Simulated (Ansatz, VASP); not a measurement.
# AlNi: VASP beside Ansatz

```
Al Ni
1.0
     0.00000   -2.86182    0.00000
     0.00000    0.00000   -2.86182
     9.78547    0.00000    0.00000
Al Ni
3 3
Cartesian
  0.7155 -2.8618 0.0000
  3.5773 -2.8618 0.0000
  6.4391 -2.8618 0.0000
  7.8700 -1.4309 -1.4309
  2.1464 -1.4309 -1.4309
  5.0082 -1.4309 -1.4309
```

Alike in both runs: task single point; functional PBEsol; k mesh 15 × 15 × 5; occupations gaussian, width 0.15 eV; no spin polarisation.

|  | VASP | Ansatz |
| --- | --- | --- |
| version | VASP 6.6.1 | Ansatz 0.2.0 |
| potentials or method | VASP PAW PBE potentials, release 64 (Al, Ni), cutoff 520 eV | scalar-relativistic, plane waves, PAW |
| valence electrons in the cell | 39 | 63 |

VASP gave:

| Item | Value |
| --- | --- |
| gap on the k mesh at the Fermi level (eV) | none |
| pressure (GPa) | -7.0 |
| traceless stress, the component that is largest in VASP (GPa) | -1.95 |
| rms of the force components (eV/Å) | 0.356 |

Which values does Ansatz return?

gap on the k mesh at the Fermi level (eV): none; pressure (GPa): -7.3; traceless stress, the component that is largest in VASP (GPa): -1.91; rms of the force components (eV/Å): 0.355.

VASP's potentials were made for PBE, not for PBEsol, and Ansatz warns of the same on its side. Atom by atom the forces differ by 0.004 eV/Å (rms over components). A gap of «none» marks a metal or a gap that the smearing closes. With one functional, cell and mesh, what is left measures potentials, basis and numerics. VASP's potentials hold 39 valence electrons a cell and Ansatz's 63, so a difference there can come from the potentials and not from the codes.
